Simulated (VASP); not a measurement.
Set up this calculation in VASP 6.6.1, as the native input.

```yaml
Task: single point
Functional: r2SCAN
Potentials_or_basis: VASP PAW PBE potentials, release 64 (Ir)
Cutoff: 520 eV
k_mesh: 23 × 23 × 23
Occupations: fermi-dirac, width 0.05 eV
Spin: collinear spin
Starting_moments: "[0.791] μB"
Dipole_correction: no
Further_INCAR_settings: ALGO = Normal; EDIFF = 1e-07; NBANDS = 14
```

Ir:

```
Ir
1.0
    -1.48216    1.48216    1.48216
     1.48216   -1.48216    1.48216
     1.48216    1.48216   -1.48216
Ir
1
Direct
  0.00000 0.00000 0.00000
```

This isn't the form of Ir at room conditions, which is fcc.

One way to write it, as run:

POSCAR

```
Ir
1.0
   -1.4821576063      1.4821576063      1.4821576063
    1.4821576063     -1.4821576063      1.4821576063
    1.4821576063      1.4821576063     -1.4821576063
Ir
1
Direct
    0.0000000000      0.0000000000      0.0000000000
```

INCAR.step1

```
ALGO = Normal
EDIFF = 1E-4
ENCUT = 520
GGA = PE
ISMEAR = -1
ISPIN = 2
LASPH = T
LCHARG = F
LMAXMIX = 4
LREAL = F
LWAVE = T
MAGMOM = 0.791
NBANDS = 14
NELM = 150
PREC = Accurate
SIGMA = 0.05
```

INCAR.step2

```
ALGO = Normal
EDIFF = 1E-7
ENCUT = 520
ISIF = 2
ISMEAR = -1
ISPIN = 2
ISTART = 1
LASPH = T
LCHARG = T
LELF = T
LMAXMIX = 4
LMIXTAU = T
LORBIT = 11
LREAL = F
LVHAR = T
LWAVE = F
MAGMOM = 0.791
METAGGA = R2SCAN
NBANDS = 14
NELM = 150
PREC = Accurate
SIGMA = 0.05
```

KPOINTS

```
k-points
0
Gamma
  23 23 23
```

Potentials or basis: VASP PAW PBE potentials, release 64 (Ir).

Run with:

```bash
$ cat potpaw_PBE.64/Ir/POTCAR > POTCAR
$ cp INCAR.step1 INCAR
$ mpirun -np 1 vasp_std > vasp.out
$ cp INCAR.step2 INCAR
$ mpirun -np 1 vasp_std > vasp.out
```

Results of the run:

```
Pressure                                              : 61.6 GPa
Net moment                                            : 0.60 μB per cell
Site moments                                          : Ir +0.61 μB
Valence electrons inside the program's atomic spheres : Ir 8.71
```

Caveat: the cell stands under pressure; the PAW data sets were made with another functional, which shifts forces and pressure a little.

Run time: 7.3 min on 1 thread of Intel(R) Xeon(R) Platinum 8488C (Sapphire Rapids) (shared host), peak memory 0.22 GiB.
